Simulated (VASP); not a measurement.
Ta:

```
Ta
1.0
    -1.68367    1.68367    1.68367
     1.68367   -1.68367    1.68367
     1.68367    1.68367   -1.68367
Ta
1
Direct
  0.00000 0.00000 0.00000
```

This cell differs from its parent crystal: volume scaled by 1.06.

Base run:

| Property | Result |
| --- | --- |
| Program | VASP 6.6.1 |
| Functional | PBEsol |
| Potentials or basis | VASP PAW PBE potentials, release 64 (Ta_pv) |
| Cutoff | 520 eV |
| k mesh | 11 × 11 × 11 |
| Occupations | fermi-dirac, width 0.05 eV |
| Spin | no spin polarisation |

Its results: pressure -14.2 GPa.

Q: The run is repeated on the same cell with these changes: functional from PBEsol to r2SCAN. What comes out?

A: Pressure -10.0 GPa.

Caveats: the PAW data sets were made with another functional, which shifts forces and pressure a little.
